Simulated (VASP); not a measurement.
# Zr (Fd-3m) in VASP: further runs

Zr is run at these levels: PBEsol; tasks: relaxation of cell and atoms.

All numbers are computed with VASP 6.6.1; they aren't measurements. Logs are shortened: lines on timing, memory, paths and dates and some standing lists are left out, and cuts for length are marked.

### 1 The cell of the first run

The structure is cubic, space group Fd-3m (No. 227). The conventional cell has a = 7.666 Å, b = 7.666 Å, c = 7.666 Å, α = 90.00°, β = 90.00°, γ = 90.00°. Within 4.4 Å of Zr (site symmetry -43m) lie 4 Zr at 3.32 Å.

This isn't the form of Zr at room conditions, which is hcp.

### 2 Relaxation of cell and atoms, PBEsol

The input, INCAR:

```
PREC = Accurate
ENCUT = 600
EDIFF = 1E-6
ISMEAR = 0
SIGMA = 0.1
LREAL = F
LASPH = T
NELM = 100
ALGO = Fast
ISIF = 3
LWAVE = F
LCHARG = F
GGA = PS
IBRION = 2
NSW = 80
EDIFFG = -0.01
```

The input, KPOINTS:

```
Automatic mesh
0
Gamma
  10 10 10
```

The input, POSCAR:

```
Zr
1.0
    0.0000000000      3.8330402400      3.8330402400
    3.8330402400      0.0000000000      3.8330402400
    3.8330402400      3.8330402400      0.0000000000
Zr
2
Direct
    0.0000000000      0.0000000000      0.0000000000
    0.2500000000      0.2500000000      0.2500000000
```

Potentials or basis: VASP PAW PBE potentials, release 64 (Zr_sv).

Run with:

```bash
$ cat potpaw_PBE.64/Zr_sv/POTCAR > POTCAR
$ mpirun -np 1 vasp_std > vasp.out
```

OUTCAR:

```text
PREC = Accurate
   ENCUT = 600
   EDIFF = 1E-6
   ISMEAR = 0
   LREAL = F
   LASPH = T
   NELM = 100
   ISIF = 3
   GGA = PS
   IBRION = 2
   NSW = 80
   EDIFFG = -0.01

 ion  position               nearest neighbor table
   1  0.000  0.000  0.000-   2 3.32   2 3.32   2 3.32   2 3.32
   2  0.250  0.250  0.250-   1 3.32   1 3.32   1 3.32   1 3.32

  LATTYP: Found a face centered cubic cell.
 ALAT       =     7.6660804800

  Lattice vectors:

 A1 = (   0.0000000000,   3.8330402400,   3.8330402400)
 A2 = (   3.8330402400,   0.0000000000,   3.8330402400)
 A3 = (   3.8330402400,   3.8330402400,   0.0000000000)

Analysis of symmetry for initial positions (statically):
=====================================================================
 Subroutine PRICEL returns:
 Original cell was already a primitive cell.

 Routine SETGRP: Setting up the symmetry group for a
 face centered cubic supercell.

 Subroutine GETGRP returns: Found 48 space group operations
 (whereof 24 operations were pure point group operations)
 out of a pool of 48 trial point group operations.

The static configuration has the point symmetry T_d .
 The point group associated with its full space group is O_h .

Analysis of symmetry for dynamics (positions and initial velocities):
=====================================================================
 Subroutine PRICEL returns:
 Original cell was already a primitive cell.

 Routine SETGRP: Setting up the symmetry group for a
 face centered cubic supercell.

 Subroutine GETGRP returns: Found 48 space group operations
 (whereof 24 operations were pure point group operations)
 out of a pool of 48 trial point group operations.

The dynamic configuration has the point symmetry T_d .
 The point group associated with its full space group is O_h .

 Subroutine INISYM returns: Found 48 space group operations
 (whereof 24 operations are pure point group operations),
 and found     1 'primitive' translations

----------------------------------------------------------------------------------------

                                     Primitive cell

  volume of cell :     112.6316

  direct lattice vectors                    reciprocal lattice vectors
     0.000000000  3.833040240  3.833040240    -0.130444756  0.130444756  0.130444756
     3.833040240  0.000000000  3.833040240     0.130444756 -0.130444756  0.130444756
     3.833040240  3.833040240  0.000000000     0.130444756  0.130444756 -0.130444756

  length of vectors
     5.420737493  5.420737493  5.420737493     0.225936945  0.225936945  0.225936945

  position of ions in fractional coordinates (direct lattice)
     0.000000000  0.000000000  0.000000000
     0.250000000  0.250000000  0.250000000

  ion indices of the primitive-cell ions
   primitive index   ion index
                 1           1
                 2           2

----------------------------------------------------------------------------------------

 KPOINTS: Automatic mesh

Automatic generation of k-mesh.
 Grid dimensions read from file:
 generate k-points for:   10   10   10

 Generating k-lattice:

  Cartesian coordinates                     Fractional coordinates (reciprocal lattice)
    -0.013044476  0.013044476  0.013044476     0.100000000  0.000000000  0.000000000
     0.013044476 -0.013044476  0.013044476     0.000000000  0.100000000  0.000000000
     0.013044476  0.013044476 -0.013044476     0.000000000  0.000000000  0.100000000

  Length of vectors
     0.022593695  0.022593695  0.022593695

  Shift w.r.t. Gamma in fractional coordinates (k-lattice)
     0.000000000  0.000000000  0.000000000

 Subroutine IBZKPT returns following result:
 ===========================================

 Found     47 irreducible k-points:

 Following reciprocal coordinates:
            Coordinates               Weight
  0.000000  0.000000  0.000000      1.000000
  0.100000  0.000000  0.000000      8.000000
  0.200000  0.000000  0.000000      8.000000
  0.300000  0.000000  0.000000      8.000000
  0.400000  0.000000  0.000000      8.000000
  0.500000  0.000000  0.000000      4.000000
[... 16 lines left out ...]
  0.300000  0.300000  0.000000      6.000000
  0.400000  0.300000  0.000000     24.000000
 [... further k-points ...]
   k-points           NKPTS =     47   k-points in BZ     NKDIM =     47   number of bands    NBANDS=     16
   number of dos      NEDOS =    301   number of ions     NIONS =      2
   total plane-waves  NPLWV = 110592
   dimension x,y,z NGX =    48 NGY =   48 NGZ =   48
   dimension x,y,z NGXF=    96 NGYF=   96 NGZF=   96
   ions per type =               2
   NGX,Y,Z   is equivalent  to a cutoff of  14.72, 14.72, 14.72 a.u.
   NGXF,Y,Z  is equivalent  to a cutoff of  29.44, 29.44, 29.44 a.u.
 SYSTEM =  unknown system
   PREC   = accura    normal or accurate (medium, high low for compatibility)
   ISTART =      0    job   : 0-new  1-cont  2-samecut
   ICHARG =      2    charge: 1-file 2-atom 10-const
   ISPIN  =      1    spin polarized calculation?
   LNONCOLLINEAR =      F non collinear calculations
   LSORBIT =      F    spin-orbit coupling
   LASPH  =      T    aspherical Exc in radial PAW
   ENCUT  =  600.0 eV  44.10 Ry    6.64 a.u.  10.83 10.83 10.83*2*pi/ulx,y,z
   NELM   =    100;   NELMIN=  2; NELMDL= -5     # of ELM steps
   EDIFF  = 0.1E-05   stopping-criterion for ELM
   LREAL  =      F    real-space projection
   EDIFFG = -.1E-01   stopping-criterion for IOM
   NSW    =     80    number of steps for IOM
   IBRION =      2    ionic relax: 0-MD 1-quasi-New 2-CG
   NFREE  =      1    steps in history (QN), initial steepest desc. (CG)
   ISIF   =      3    stress and relaxation
   ISYM   =      2    0-nonsym 1-usesym 2-fastsym
   POTIM  = 0.5000    time-step for ionic-motion
   TEBEG  =    0.0;   TEEND  =   0.0 temperature during run
   PSTRESS=    0.0 pullay stress
   NELECT =      24.0000    total number of electrons
   NUPDOWN=      -1.0000    fix difference up-down
   EMIN   =  10.00;   EMAX   =-10.00  energy-range for DOS
   EFERMI =   0.00;   METHOD = LEGACY
   ISMEAR =     0;   SIGMA  =   0.10  broadening in eV -4-tet -1-fermi 0-gaus
   EFERMI_NEDOS =   21; number of points for ismear=-14 and -15
   IALGO  =     68    algorithm
   IMIX   =      4    mixing-type and parameters
     AMIX     =   0.40;   BMIX     =  1.00
     AMIX_MAG =   1.60;   BMIX_MAG =  1.00
  volume/ion in A,a.u.               =      56.32       380.04
  Fermi-wavevector in a.u.,A,eV,Ry     =   0.977819  1.847810 13.008942  0.956130
  Thomas-Fermi vector in A             =   2.108546
   LORBIT       =      0    0 simple, 1 ext, 2 COOP (PROOUT), +10 PAW based schemes
   GGA     = PS    functional components
   LHFCALC =     F    Hartree Fock is set to
   AEXX    =    0.0000 exact exchange contribution
   IVDW    =     0    specifies the selected vdW correction
   LEPSILON=     F    determine dielectric tensor
   LRPA    =     F    only Hartree local field effects (RPA)
 conjugate gradient relaxation of ions
 non-spin polarized calculation
 RMM-DIIS sequential band-by-band and
 Gauss-broadening in eV      SIGMA  =   0.10
  energy-cutoff  :      600.00
  volume of cell :      112.63
 maximum number of plane-waves:      3812
 NGX is ok and might be reduce to    48
   NGX = 21   NGY = 21   NGZ = 21

--------------------------------------- Ionic step        1  -------------------------------------------

 number of electron      24.0000000 magnetization

 Free energy of the ion-electron system (eV)
  ---------------------------------------------------
  ext. energy  EPLUGINS =         0.00000000
  ---------------------------------------------------
  free energy    TOTEN  =       -11.26508594 eV

  energy without entropy =      -11.21577478  energy(sigma->0) =      -11.24043036

------------------------ aborting loop because EDIFF is reached ----------------------------------------

  FORCE on cell =-STRESS in cart. coord.  units (eV):
  Direction    XX          YY          ZZ          XY          YZ          ZX
  --------------------------------------------------------------------------------------
  -------------------------------------------------------------------------------------
  Total       -5.0999035     -5.0999035     -5.0999035      0.0000000      0.0000000      0.0000000
  in kB      -72.5458231    -72.5458231    -72.5458231      0.0000000      0.0000000      0.0000000
  external PRESSURE =     -72.5458231 kB  Pullay stress =       0.0000000 kB

 VOLUME and BASIS-vectors are now :
 -----------------------------------------------------------------------------
  energy-cutoff  :      600.00
  volume of cell :      112.63
      direct lattice vectors                 reciprocal lattice vectors
     0.000000000  3.833040240  3.833040240    -0.130444756  0.130444756  0.130444756
     3.833040240  0.000000000  3.833040240     0.130444756 -0.130444756  0.130444756
     3.833040240  3.833040240  0.000000000     0.130444756  0.130444756 -0.130444756
[... 1075 lines left out ...]
 POSITION                                       TOTAL-FORCE (eV/Angst)
 -----------------------------------------------------------------------------------
      0.00000      0.00000      0.00000         0.000000      0.000000      0.000000
      1.53301      1.53301      1.53301        -0.000000     -0.000000     -0.000000
 -----------------------------------------------------------------------------------
    total drift:                               -0.000000     -0.000000     -0.000000

  FREE ENERGIE OF THE ION-ELECTRON SYSTEM (eV)
  ---------------------------------------------------
  free  energy   TOTEN  =       -13.2857927680 eV

  energy  without entropy=      -13.2635015154  energy(sigma->0) =      -13.27464714

--------------------------------------- Ionic step        6  -------------------------------------------

 number of electron      24.0000000 magnetization

 Free energy of the ion-electron system (eV)
  ---------------------------------------------------
  ext. energy  EPLUGINS =         0.00000000
  ---------------------------------------------------
  free energy    TOTEN  =       -13.28634427 eV

  energy without entropy =      -13.26421213  energy(sigma->0) =      -13.27527820

 E-fermi :   5.9749     XC(G=0):  -9.9141

 val. band max:        5.9733141605   @ k =   0.1000   0.0000   0.0000
 cond. band min:       5.9888353330   @ k =  -0.3000   0.5000   0.2000
 fundamental gap:      0.0155211725
 Fermi energy:         5.9748638181

 k-point     1 :       0.0000    0.0000    0.0000
  band No.  band energies     occupation
      1     -42.8367      2.00000
      2     -42.1385      2.00000
      3     -21.2350      2.00000
      4     -21.2350      2.00000
      5     -21.2350      2.00000
      6     -20.0910      2.00000
[... 8 lines left out ...]
     15       8.2251      0.00000
     16       8.2251      0.00000
[... 459 lines left out ...]
 POSITION                                       TOTAL-FORCE (eV/Angst)
 -----------------------------------------------------------------------------------
      0.00000      0.00000      0.00000        -0.000000     -0.000000     -0.000000
      1.53784      1.53784      1.53784         0.000000      0.000000      0.000000
 -----------------------------------------------------------------------------------
    total drift:                               -0.000000      0.000000     -0.000000

  FREE ENERGIE OF THE ION-ELECTRON SYSTEM (eV)
  ---------------------------------------------------
  free  energy   TOTEN  =       -13.2863442742 eV

  energy  without entropy=      -13.2642121335  energy(sigma->0) =      -13.27527820

 reached required accuracy - stopping structural energy minimisation
```

Run time: 9.3 min. Hardware: 1 thread of Intel Xeon 6975P-C (Granite Rapids), shared host; peak memory 0.39 GiB.

Results:

- Free energy: -13.2863 eV
- Relaxed volume: 29.10 Å³/atom
- Relaxed cell: a = 4.350 Å, b = 4.350 Å, c = 4.350 Å, α = 60.00°, β = 60.00°, γ = 60.00°
- Space group after relaxing (to 0.1 Å): Fd-3m (No. 227)
- Energy gained by relaxing: 1010.6 meV/atom
- Ionic steps: 6
- Pressure after relaxing: 0.0 GPa
- Band gap on the k mesh: zero (bands 12 and 13 overlap by 0.26 eV)

The path:
| step | energy change (eV) | largest force (eV/Å) | pressure (GPa) | volume (Å³) |
| --- | --- | --- | --- | --- |
| 1 | 0.0000 | 0.0000 | -7.25 | 112.63 |
| 2 | -1.5675 | 0.0000 | -6.23 | 75.97 |
| 3 | -2.0145 | 0.0000 | 1.14 | 56.36 |
| 4 | -2.0210 | 0.0000 | -0.24 | 58.50 |
| 5 | -2.0207 | 0.0000 | 0.32 | 57.64 |
| 6 | -2.0213 | 0.0000 | 0.00 | 58.19 |

Final structure:
```
Zr
1.0
     0.00000    3.07569    3.07569
     3.07569    0.00000    3.07569
     3.07569    3.07569    0.00000
Zr
2
Direct
  0.00000 0.00000 0.00000
  0.25000 0.25000 0.25000
```

Levels at points of the mesh, in eV from the Fermi level:
| k point | band 8 | band 9 | band 10 | band 11 | band 12 | band 13 | band 14 | band 15 | band 16 |
| --- | --- | --- | --- | --- | --- | --- | --- | --- | --- |
| (0.00, 0.00, 0.00) | -26.07 | -4.16 | -0.94 | -0.94 | 0.02 | 0.02 | 0.02 | 2.25 | 2.25 |
| (0.50, 0.00, 0.00) | -25.91 | -1.63 | -1.23 | -0.82 | -0.82 | -0.18 | -0.18 | 0.88 | 3.41 |
| (0.50, 0.50, 0.00) | -25.75 | -1.95 | -1.95 | -0.11 | -0.11 | 0.52 | 0.52 | 1.77 | 1.77 |

Caveat: the volume moved by over 15 % at a fixed basis, so the end points are rough; the PAW data sets were made with another functional, which shifts forces and pressure a little.

### 3 Relaxation of cell and atoms, PBEsol

This run uses another cell than the first one, of 28.93 Å³/atom.

The input, INCAR:

```
PREC     = Accurate       # precision mode
ENCUT    = 600            # plane-wave cutoff, eV
EDIFF    = 1E-6           # SCF threshold, eV
ISMEAR   = 0              # smearing method
SIGMA    = 0.1            # smearing width, eV
LREAL    = F              # projectors in reciprocal space
LASPH    = T              # aspherical terms in the spheres
NELM     = 80             # most SCF steps
ALGO     = Fast           # electronic algorithm
ISIF     = 3              # what is computed and relaxed
LWAVE    = F              # write WAVECAR
LCHARG   = F              # write CHGCAR
GGA      = PS             # functional
IBRION   = 2              # ionic algorithm
NSW      = 80             # ionic steps
EDIFFG   = -0.01          # ionic threshold
```

The input, KPOINTS:

```
regular mesh
0
Gamma
  12 12 12
```

The input, POSCAR:

```
Zr
1.0
    0.0000000000      3.0697409188      3.0697409188
    3.0697409188      0.0000000000      3.0697409188
    3.0697409188      3.0697409188      0.0000000000
Zr
2
Direct
    0.0000000000      0.0000000000      0.0000000000
    0.2500000000      0.2500000000      0.2500000000
```

Potentials or basis: VASP PAW PBE potentials, release 64 (Zr_sv).

Run with:

```bash
$ cat potpaw_PBE.64/Zr_sv/POTCAR > POTCAR
$ mpirun -np 1 vasp_std > vasp.out
```

Run time: 3.6 min. Hardware: 1 thread of Oxide Virtual Turin-like, shared host; peak memory 0.22 GiB.

Results (log left out):

* Free energy: -13.2833 eV
* Relaxed volume: 29.01 Å³/atom
* Relaxed cell: a = 4.345 Å, b = 4.345 Å, c = 4.345 Å, α = 60.00°, β = 60.00°, γ = 60.00°
* Space group after relaxing (to 0.1 Å): Fd-3m (No. 227)
* Energy gained by relaxing: 0.0 meV/atom
* Ionic steps: 2
* Pressure after relaxing: 0.0 GPa
* Band gap on the k mesh: zero (bands 12 and 13 overlap by 0.25 eV)

Final structure:
```
Zr
1.0
     0.00000    3.07264    3.07264
     3.07264    0.00000    3.07264
     3.07264    3.07264    0.00000
Zr
2
Direct
  0.00000 0.00000 0.00000
  0.25000 0.25000 0.25000
```

Levels at points of the mesh, in eV from the Fermi level:
```
           k point  band 8  band 9  band 10  band 11  band 12  band 13  band 14  band 15  band 16
(0.00, 0.00, 0.00)  -26.07   -4.18    -0.96    -0.96     0.01     0.01     0.01     2.25     2.25
(0.50, 0.00, 0.00)  -25.91   -1.63    -1.25    -0.83    -0.83    -0.19    -0.19     0.88     3.41
(0.50, 0.50, 0.00)  -25.75   -1.97    -1.97    -0.12    -0.12     0.52     0.52     1.76     1.76
```

Caveat: the PAW data sets were made with another functional, which shifts forces and pressure a little.
